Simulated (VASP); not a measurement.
Write the native input for VASP 6.6.1 that does the following.

- Task: single point
- Functional: PBEsol
- Potentials or basis: VASP PAW PBE potentials, release 64 (Mn_pv, S)
- Cutoff: 520 eV
- k mesh: 6 × 6 × 4
- Occupations: fermi-dirac, width 0.1 eV
- Spin: collinear spin, antiferromagnetic start
- Starting moments: [4.0, -4.0, 0.0, 0.0] μB
- Dipole correction: no
- Further INCAR settings: ALGO = Normal; EDIFF = 1e-06; NBANDS = 31

The structure of MnS (Rambergite) lies in POSCAR:

```
MnS
1.0
    3.9760000000      0.0000000000      0.0000000000
   -1.9880000000      3.4433170100      0.0000000000
    0.0000000000      0.0000000000      6.4320000000
Mn S
2 2
Direct
    0.3333333300      0.6666666700      0.0000000000
    0.6666666700      0.3333333300      0.5000000000
    0.3333333300      0.6666666700      0.3850000000
    0.6666666700      0.3333333300      0.8850000000
```

These files were run (other wordings do the same):

INCAR

```
ALGO = Normal
EDIFF = 1E-6
ENCUT = 520
GGA = PS
ISIF = 2
ISMEAR = -1
ISPIN = 2
LASPH = T
LCHARG = F
LMAXMIX = 4
LORBIT = 11
LREAL = F
LWAVE = F
MAGMOM = 4 -4 0 0
NBANDS = 31
NELM = 150
PREC = Accurate
SIGMA = 0.1
```

KPOINTS

```
k-points
0
Gamma
  6 6 4
```

Potentials or basis: VASP PAW PBE potentials, release 64 (Mn_pv, S).

Launch:

```bash
$ cat potpaw_PBE.64/Mn_pv/POTCAR potpaw_PBE.64/S/POTCAR > POTCAR
$ mpirun -np 1 vasp_std > vasp.out
```

It gave:

| Quantity | Value |
| --- | --- |
| Pressure | -4.3 GPa |
| Largest force | 0.523 eV/Å |
| Band gap on the k mesh | 0.58 eV, indirect (least direct gap 1.30 eV) |
| Net moment | 0.00 μB per cell |
| Site moments | Mn +4.19, -4.19; S -0.03, +0.03 μB |
| Valence electrons inside the program's atomic spheres | Mn 11.39; S 3.72 |

Caveat: the PAW data sets were made with another functional, which shifts forces and pressure a little.

Wall time 2 min on 1 thread of Intel Xeon 6975P-C (shared host), peak memory 0.27 GiB.
